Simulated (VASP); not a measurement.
A run of VASP 6.6.1:

Contents of INCAR:

```
SYSTEM = Re
ALGO = Fast
EDIFF = 1E-6
EDIFFG = -0.005
ENCUT = 600
GGA = PS
IBRION = 2
ISIF = 3
ISMEAR = 0
LASPH = .TRUE.
LCHARG = .FALSE.
LREAL = .FALSE.
LWAVE = .FALSE.
NELM = 60
NSW = 100
PREC = Accurate
SIGMA = 0.1
```

The input KPOINTS:

```
k-points
0
G
  20 20 20
  0 0 0
```

Contents of POSCAR:

```
Re
1.0
   -1.5418815675      1.5418815675      1.5418815675
    1.5418815675     -1.5418815675      1.5418815675
    1.5418815675      1.5418815675     -1.5418815675
Re
1
Direct
    0.0000000000      0.0000000000      0.0000000000
```

Potentials or basis: VASP PAW PBE potentials, release 64 (Re).

The run is started by

```bash
$ cat potpaw_PBE.64/Re/POTCAR > POTCAR
$ mpirun -np 1 vasp_std > vasp.out
```

Hardware: 1 thread of AMD EPYC 9R45 96-Core Processor (Zen 5), on a shared host.

Problem. How long does it take, and how much memory?

Solution. It took 36 s on 1 thread of AMD EPYC 9R45 96-Core Processor (Zen 5), with other jobs on the host, peak memory 0.15 GiB. Counts: scf iterations 23, k points 256, ion steps 3.
